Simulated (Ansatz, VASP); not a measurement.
## One calculation of CaO, two programs

POSCAR

```
CaO
1.0
    0.0000000000      2.5224700000      2.4490000000
    2.5224700000      0.0000000000      2.4490000000
    2.5224700000      2.5224700000      0.0000000000
Ca O
1 1
Direct
    0.0000000000      0.0000000000      0.0000000000
    0.5000000000      0.5000000000      0.5000000000
```

File INCAR.step1:

```
SYSTEM = CaO
PREC = Accurate
ENCUT = 520
ISMEAR = 0
SIGMA = 0.05
LREAL = .FALSE.
LASPH = .TRUE.
NELM = 60
NBANDS = 15
GGA = PE
ALGO = Normal
EDIFF = 1E-4
LWAVE = .TRUE.
LCHARG = .FALSE.
```

The input INCAR.step2:

```
SYSTEM = CaO
PREC = Accurate
ENCUT = 520
EDIFF = 1E-6
ISMEAR = 0
SIGMA = 0.05
LREAL = .FALSE.
LASPH = .TRUE.
NELM = 60
ALGO = Normal
ISIF = 2
LWAVE = .FALSE.
LCHARG = .FALSE.
METAGGA = R2SCAN
LMIXTAU = .TRUE.
NBANDS = 15
ISTART = 1
```

The input KPOINTS:

```
regular mesh
0
G
  8 8 8
  0 0 0
```

Input for Ansatz:

```yaml
crystal:
  lattice:
    - [0.0, 2.52247, 2.449]
    - [2.52247, 0.0, 2.449]
    - [2.52247, 2.52247, 0.0]
  atoms:
    - { symbol: Ca, position: [0.0, 0.0, 0.0] }
    - { symbol: O, position: [0.5, 0.5, 0.5] }
basis:
  ecutwfc: 500
kpoints:
  mp_grid: { grid: [8, 8, 8] }
hamiltonian:
  xc: r2scan
scf:
  occupations: { method: gaussian, width: 0.05 }
output:
  forces: true
  stress: true
  eigenvalues: true
  write_density: true
  write_potential: true
  elf: true
  volumetric_format: npy
```

Change from the starting cell: strain +0.030 along x and y, +0.000 along z, atoms carried along.

Alike in both runs: task single point; functional r2SCAN; k mesh 8 × 8 × 8; occupations gaussian, width 0.05 eV; no spin polarisation.

|  | VASP | Ansatz |
| --- | --- | --- |
| version | VASP 6.6.1 | Ansatz 0.2.0 |
| potentials or method | VASP PAW PBE potentials, release 64 (Ca_sv, O), cutoff 520 eV | scalar-relativistic, plane waves, PAW |
| valence electrons in the cell | 16 | 16 |

VASP gave:

| Item | Value |
| --- | --- |
| gap on the k mesh at the Fermi level (eV) | 4.09 |
| least direct gap on the mesh (eV) | 4.46 |
| pressure (GPa) | -10.3 |
| traceless stress, the component that is largest in VASP (GPa) | 1.79 |

**Question.** What did Ansatz give for the same quantities?

**Answer.** gap on the k mesh at the Fermi level (eV): 4.10; least direct gap on the mesh (eV): 4.47; pressure (GPa): -10.9; traceless stress, the component that is largest in VASP (GPa): 1.62.

VASP's potentials were made for PBE, not for r2SCAN.
